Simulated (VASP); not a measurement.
Wanted: the native input for a VASP 6.6.1 run.

```yaml
Task: electric field gradients
Functional: LDA
Potentials_or_basis: VASP PAW LDA potentials, release 64 (Sc_sv, Cu)
Cutoff: 520 eV
k_mesh: 11 × 11 × 11
Occupations: fermi-dirac, width 0.05 eV
Spin: no spin polarisation
Dipole_correction: no
Further_INCAR_settings: ALGO = Normal; EDIFF = 1e-08; NBANDS = 18
```

The structure of ScCu lies in POSCAR:

```
ScCu
1.0
    3.2668173552      0.0000000000      0.0000000000
    0.0000000000      3.2668173552      0.0000000000
    0.0000000000      0.0000000000      3.2668173552
Sc Cu
1 1
Direct
    0.5000000000      0.5000000000      0.5000000000
    0.0000000000      0.0000000000      0.0000000000
```

This cell differs from its parent crystal: volume scaled by 1.01.

These files were run (other wordings do the same):

INCAR

```
SYSTEM = ScCu
  PREC = Accurate
  ENCUT = 520
  EDIFF = 1E-8
  ISMEAR = -1
  SIGMA = 0.05
  LREAL = .False.
  LASPH = .True.
  NELM = 60
  ALGO = Normal
  ISIF = 2
  LWAVE = .False.
  LCHARG = .False.
  LEFG = .True.
  NBANDS = 18
```

KPOINTS

```
Automatic mesh
0
Gamma
  11 11 11
  0 0 0
```

Potentials or basis: VASP PAW LDA potentials, release 64 (Sc_sv, Cu).

Launch:

```console
$ cat potpaw_LDA.64/Sc_sv/POTCAR potpaw_LDA.64/Cu/POTCAR > POTCAR
$ mpirun -np 1 vasp_std > vasp.out
```

It gave:

```json
{
 "Pressure": "-7.9 GPa",
 "Band gap on the k mesh": "zero (band 11 reaches 5.68 eV, above the bottom of band 12 at 3.89 eV)"
}
```

Caveat: without QUAD_EFG the Cq values of the log hold for a quadrupole moment of 1 mb, not for the nuclei.

It took 20 s on 1 thread of Intel(R) Xeon(R) Platinum 8375C CPU @ 2.90GHz (Ice Lake) (shared host), peak memory 0.15 GiB.
